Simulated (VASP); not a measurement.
# TiO2 (I4_1/amd) in VASP: notebook, part 2 of 2

VASP 6.6.1. Earlier steps stand in the parts before.

### Step 3. Single point, PBE+U

This run uses another cell than the first one, of 13.36 Å³/atom.

INCAR

```
PREC     = Accurate       # precision mode
ENCUT    = 520            # plane-wave cutoff, eV
EDIFF    = 1E-7           # SCF threshold, eV
ISMEAR   = 0              # smearing method
SIGMA    = 0.05           # smearing width, eV
LREAL    = F              # projectors in reciprocal space
LASPH    = T              # aspherical terms in the spheres
NELM     = 150            # most SCF steps
ALGO     = Normal         # electronic algorithm
ISIF     = 2              # what is computed and relaxed
LWAVE    = F              # write WAVECAR
LCHARG   = T              # write CHGCAR
LMAXMIX  = 4              # l up to which the mixer works
LDAU     = T              # DFT+U
LDAUTYPE = 2            
LDAUL    = 2 -1           # shell
LDAUU    = 4 0            # U, eV
LDAUJ    = 0 0          
LDAUPRINT= 1            
GGA      = PE             # functional
LELF     = T              # ELF
LVHAR    = T            
NBANDS   = 33             # bands
```

KPOINTS

```
Automatic mesh
0
Gamma
  8 8 8
```

POSCAR

```
TiO2
1.0
   -1.9722500000      1.9722500000      5.1507000000
    1.9722500000     -1.9722500000      5.1507000000
    1.9722500000      1.9722500000     -5.1507000000
Ti O
2 4
Direct
    0.0000000000      0.0000000000      0.0000000000
    0.7500000000      0.2500000000      0.5000000000
    0.2052277854      0.2052277854      0.0000000000
    0.9552277854      0.4552277854      0.5000000000
    0.5447722146      0.0447722146      0.5000000000
    0.7947722146      0.7947722146      0.0000000000
```

Potentials or basis: VASP PAW PBE potentials, release 64 (Ti_sv, O).

The run is started by

```sh
cat potpaw_PBE.64/Ti_sv/POTCAR potpaw_PBE.64/O/POTCAR > POTCAR
mpirun -np 1 vasp_std > vasp.out
```

OUTCAR:

```text
PREC = Accurate
   ENCUT = 520
   EDIFF = 1E-7
   ISMEAR = 0
   LREAL = F
   LASPH = T
   NELM = 150
   ISIF = 2
   GGA = PE

 ion  position               nearest neighbor table
   1  0.000  0.000  0.000-   5 2.03   4 2.03   5 2.03   4 2.03   3 2.11   6 2.11
   2  0.750  0.250  0.500-   6 2.03   3 2.03   6 2.03   3 2.03   4 2.11   5 2.11
   3  0.205  0.205  0.000-   2 2.03   2 2.03   1 2.11
   4  0.955  0.455  0.500-   1 2.03   1 2.03   2 2.11
   5  0.545  0.045  0.500-   1 2.03   1 2.03   2 2.11
   6  0.795  0.795  0.000-   2 2.03   2 2.03   1 2.11

  LATTYP: Found a body centered tetragonal cell.
 ALAT       =     3.9445000000
 C/A-ratio  =     2.6115857523

  Lattice vectors:

 A1 = (  -1.9722500000,   1.9722500000,   5.1507000000)
 A2 = (   1.9722500000,  -1.9722500000,   5.1507000000)
 A3 = (   1.9722500000,   1.9722500000,  -5.1507000000)

Analysis of symmetry for initial positions (statically):
=====================================================================
 Subroutine PRICEL returns:
 Original cell was already a primitive cell.

 Routine SETGRP: Setting up the symmetry group for a
[... 253 lines left out ...]
 fundamental gap:      2.3258464234
 Fermi energy:         2.6648346007

 k-point     1 :       0.0000    0.0000    0.0000
  band No.  band energies     occupation
      1     -55.8008      2.00000
      2     -55.7779      2.00000
      3     -32.0319      2.00000
      4     -31.8940      2.00000
      5     -31.8940      2.00000
      6     -31.8635      2.00000
[... 853 lines left out ...]
     32       7.5373      0.00000
     33       8.1084      0.00000

 [... further k-points ...]

------------------------ aborting loop because EDIFF is reached ----------------------------------------

  FORCE on cell =-STRESS in cart. coord.  units (eV):
  Direction    XX          YY          ZZ          XY          YZ          ZX
  --------------------------------------------------------------------------------------
  -------------------------------------------------------------------------------------
  Total       -7.1413372     -7.1413372     -9.2963142      0.0000000      0.0000000      0.0000000
  in kB     -142.7709810   -142.7709810   -185.8536959      0.0000000      0.0000000      0.0000000
  external PRESSURE =    -157.1318860 kB  Pullay stress =       0.0000000 kB

 VOLUME and BASIS-vectors are now :
 -----------------------------------------------------------------------------
  energy-cutoff  :      520.00
  volume of cell :       80.14
      direct lattice vectors                 reciprocal lattice vectors
    -1.972250000  1.972250000  5.150700000     0.000000000  0.253517556  0.097074184
     1.972250000 -1.972250000  5.150700000     0.253517556  0.000000000  0.097074184
     1.972250000  1.972250000 -5.150700000     0.253517556  0.253517556  0.000000000

 POSITION                                       TOTAL-FORCE (eV/Angst)
 -----------------------------------------------------------------------------------
      0.00000      0.00000      0.00000         0.000000      0.000000      0.000000
     -0.00000      1.97225      2.57535         0.000000      0.000000      0.000000
      0.00000      0.00000      2.11413        -0.000000      0.000000     -0.514769
      0.00000      1.97225      4.68948         0.000000     -0.000000     -0.514769
      0.00000      1.97225      0.46122         0.000000     -0.000000      0.514769
      0.00000      0.00000      8.18727        -0.000000      0.000000      0.514769
 -----------------------------------------------------------------------------------
    total drift:                                0.000000      0.000000     -0.000000

  FREE ENERGIE OF THE ION-ELECTRON SYSTEM (eV)
  ---------------------------------------------------
  free  energy   TOTEN  =       -48.1144705209 eV

  energy  without entropy=      -48.1144705209  energy(sigma->0) =      -48.11447052
```

OSZICAR:

```text
N       E                     dE             d eps       ncg     rms          rms(c)
DAV:   1     0.651885571445E+03    0.65189E+03   -0.23915E+04  3894   0.163E+03
DAV:   2     0.277714747308E+02   -0.62411E+03   -0.58519E+03  4456   0.493E+02
DAV:   3    -0.641037891355E+02   -0.91875E+02   -0.90714E+02  5314   0.184E+02
DAV:   4    -0.686631210013E+02   -0.45593E+01   -0.45474E+01  6001   0.403E+01
[... 11 lines left out ...]
DAV:  16    -0.481144725780E+02   -0.31827E-05   -0.13168E-05  6008   0.184E-02    0.156E-02
DAV:  17    -0.481144732762E+02   -0.69815E-06   -0.94885E-07  4683   0.723E-03    0.130E-02
DAV:  18    -0.481144707412E+02    0.25350E-05   -0.94784E-06  5262   0.216E-02    0.711E-03
DAV:  19    -0.481144705868E+02    0.15440E-06   -0.60540E-07  4370   0.602E-03    0.305E-03
DAV:  20    -0.481144705209E+02    0.65901E-07   -0.32920E-08  2451   0.185E-03
   1 F= -.48114471E+02 E0= -.48114471E+02  d E =-.134524E-28
```

Wall time 10 min (1 thread of Intel Xeon 8259CL, shared host); peak memory 0.39 GiB.

What came out:

```
Free energy            : -48.1145 eV
Pressure               : -15.7 GPa
Largest force          : 0.515 eV/Å
Band gap on the k mesh : 2.33 eV (least direct gap 2.59 eV)
```

Forces on the atoms (eV/Å):
```
Ti   0.000  0.000  0.000
Ti   0.000  0.000  0.000
O    0.000  0.000 -0.515
O    0.000  0.000 -0.515
O    0.000  0.000  0.515
O    0.000  0.000  0.515
```

Levels at points of the mesh, in eV from the valence-band top:
```
           k point  band 22  band 23  band 24  band 25  band 26  band 27
(0.00, 0.00, 0.00)    -0.84    -0.31    -0.31     2.33     2.82     3.75
(0.50, 0.00, 0.00)    -1.06    -0.69    -0.68     3.18     3.26     3.36
(0.50, 0.50, 0.00)    -1.76    -0.05    -0.05     3.10     3.10     3.47
(0.50, 0.50, 0.50)    -1.29    -0.12    -0.12     2.57     2.57     3.58
```

Eigenvalues of the final occupation matrices:
```tsv
site	spin	trace	eigenvalues
site 1 d	1	0.73	0.09 0.09 0.10 0.22 0.23
site 1 d	2	0.73	0.09 0.09 0.10 0.22 0.23
site 2 d	1	0.73	0.09 0.09 0.10 0.22 0.23
site 2 d	2	0.73	0.09 0.09 0.10 0.22 0.23
```

Caveat: the cell stands under tension.

### Step 4. Single point, PBE+U

This run uses another cell than the first one, of 13.44 Å³/atom.

INCAR

```
SYSTEM = TiO2
PREC     = Accurate       ! precision mode
ENCUT    = 520            ! plane-wave cutoff, eV
EDIFF    = 1E-6           ! SCF threshold, eV
ISMEAR   = 0              ! smearing method
SIGMA    = 0.05           ! smearing width, eV
LREAL    = .FALSE.        ! projectors in reciprocal space
LASPH    = .TRUE.         ! aspherical terms in the spheres
NELM     = 150            ! most SCF steps
ALGO     = Normal         ! electronic algorithm
ISIF     = 2              ! what is computed and relaxed
LWAVE    = .FALSE.        ! write WAVECAR
LCHARG   = .FALSE.        ! write CHGCAR
LMAXMIX  = 4              ! l up to which the mixer works
LDAU     = .TRUE.         ! DFT+U
LDAUTYPE = 2            
LDAUL    = 2 -1           ! shell
LDAUU    = 4 0            ! U, eV
LDAUJ    = 0 0          
LDAUPRINT= 1            
GGA      = PE             ! functional
NBANDS   = 33             ! bands
```

KPOINTS

```
Automatic mesh
0
G
  8 8 8
  0 0 0
```

POSCAR, as its differences from that of step 3:

```diff
@@ -2,5 +2,5 @@
 1.0
-   -1.9722500000      1.9722500000      5.1507000000
-    1.9722500000     -1.9722500000      5.1507000000
-    1.9722500000      1.9722500000     -5.1507000000
+   -2.0041000000      2.0041000000      5.0203000000
+    2.0041000000     -2.0041000000      5.0203000000
+    2.0041000000      2.0041000000     -5.0203000000
 Ti O
```

The run is started by

```sh
cat potpaw_PBE.64/Ti_sv/POTCAR potpaw_PBE.64/O/POTCAR > POTCAR
mpirun -np 1 vasp_std > vasp.out
```

Wall time 10 min (1 thread of Intel Xeon 8259CL, shared host); peak memory 0.39 GiB.

The run converged. Its results:

* Free energy: -48.0881 eV
* Pressure: -16.2 GPa
* Largest force: 0.319 eV/Å
* Band gap on the k mesh: 2.32 eV (least direct gap 2.55 eV)

Forces on the atoms (eV/Å):
```
Ti   0.000  0.000  0.000
Ti   0.000  0.000  0.000
O    0.000  0.000 -0.319
O    0.000  0.000 -0.319
O    0.000  0.000  0.319
O    0.000  0.000  0.319
```

Stress tensor (GPa, compression positive):
```
-16.54   0.00   0.00
  0.00 -16.54   0.00
  0.00   0.00 -15.63
```

Levels at points of the mesh, in eV from the valence-band top:
```tsv
k point	band 21	band 22	band 23	band 24	band 25	band 26	band 27	band 28
(0.00, 0.00, 0.00)	-0.72	-0.72	-0.28	-0.28	2.32	2.88	3.73	3.73
(0.50, 0.00, 0.00)	-1.44	-0.91	-0.64	-0.61	3.13	3.30	3.37	3.42
(0.50, 0.50, 0.00)	-1.66	-1.66	-0.04	-0.04	3.19	3.19	3.52	3.52
(0.50, 0.50, 0.50)	-1.15	-1.15	-0.09	-0.09	2.59	2.59	3.58	3.58
```

Eigenvalues of the final occupation matrices:
```tsv
site	spin	trace	eigenvalues
site 1 d	1	0.73	0.09 0.09 0.10 0.22 0.24
site 1 d	2	0.73	0.09 0.09 0.10 0.22 0.24
site 2 d	1	0.73	0.09 0.09 0.10 0.22 0.24
site 2 d	2	0.73	0.09 0.09 0.10 0.22 0.24
```

Caveat: the cell stands under tension.

### Step 5. Summary

```csv
cell,gap on the mesh (eV),pressure (GPa),largest force (eV/Å)
"a = 5.952 Å, angles 141.9, 141.9, 54.9°, 6 atoms",2.36,-14.2,0.66
"a = 5.857 Å, angles 140.6, 140.6, 56.9°, 6 atoms",2.33,-15.7,0.51
"a = 5.765 Å, angles 139.3, 139.3, 58.9°, 6 atoms",2.32,-16.2,0.32
```

Alike in all rows: task single point; level PBE+U; potentials or basis VASP PAW PBE potentials, release 64 (Ti_sv, O); no spin polarisation; Ti d U = 4.0 eV; k mesh 8 × 8 × 8; cutoff (eV) 520; smearing gaussian 0.05 eV.

Caveats: the cell stands under tension (at least some runs); the stress differs along the axes, from -20 to -11 GPa (at least some runs).

Absolute energies hang on the potentials; compare differences alone.
